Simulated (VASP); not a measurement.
Runs of VASP 6.6.1 on B. The structure is that of space group Im-3m (No. 229), or close to it. The cells are those of the table. 

```tsv
cell	k mesh	gap on the mesh (eV)	pressure (GPa)
a = 1.981 Å, angles 109.5°, 1 atom	21 × 21 × 21	none	(b)
a = 2.060 Å, angles 109.5°, 1 atom	21 × 21 × 21	none	-14.0
a = 1.924 Å, angles 109.5°, 1 atom	21 × 21 × 21	none	36.2
a = 2.035 Å, angles 109.5°, 1 atom	21 × 21 × 21	none	-8.0
a = 2.008 Å, angles 109.5°, 1 atom	18 × 18 × 18	none	(a)
```

Alike in all rows: task single point; level revPBE; potentials or basis VASP PAW PBE potentials, release 64 (B); no spin polarisation; cutoff (eV) 520; smearing fermi-dirac 0.1 eV.

Q: Estimate the missing entries.

A: (a) -0.3; (b) 9.4.

Caveats: the PAW data sets were made with another functional, which shifts forces and pressure a little.

A gap of «none» marks levels without a gap at the run's occupations.
